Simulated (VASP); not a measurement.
Crystal: LiCl.

```
CELL_PARAMETERS angstrom
0.00000 2.56477 2.56477
2.56477 0.00000 2.56477
2.56477 2.56477 0.00000
ATOMIC_POSITIONS crystal
Cl 0.50000 0.50000 0.50000
Li 0.00000 0.00000 0.00000
```

* Program: VASP 6.6.1
* Task: relaxation of cell and atoms
* Functional: revPBE
* Dispersion: D3(BJ)
* Potentials or basis: VASP PAW PBE potentials, release 64 (Cl, Li_sv)
* Cutoff: 600 eV
* k mesh: 9 × 9 × 9
* Occupations: fermi-dirac, width 0.05 eV
* Spin: no spin polarisation

At the start: pressure -2.5 GPa; volume 16.87 Å³/atom.

Q: How do energy, volume and symmetry change on relaxing?

A: Over 4 steps the energy falls by 10.7 meV/atom and the volume is 15.60 Å³/atom (-7.5 %); space group Fm-3m (No. 225, to 0.1 Å) before and after.

The path:
```
step  energy change (eV)  largest force (eV/Å)  pressure (GPa)  volume (Å³)
   1              0.0000                0.0000           -2.54        33.74
   2             -0.0159                0.0000           -1.39        32.46
   3             -0.0215                0.0000           -0.11        31.29
   4             -0.0215                0.0000            0.01        31.20
```

Final structure:
```
CELL_PARAMETERS angstrom
0.00000 2.49869 2.49869
2.49869 0.00000 2.49869
2.49869 2.49869 0.00000
ATOMIC_POSITIONS crystal
Cl 0.50000 0.50000 0.50000
Li 0.00000 0.00000 0.00000
```

Caveat: the cutoff is under 1.25 times the usual one of these potentials, so pressure, stress and relaxed cells hold a basis-set (Pulay) error; the PAW data sets were made with another functional, which shifts forces and pressure a little.
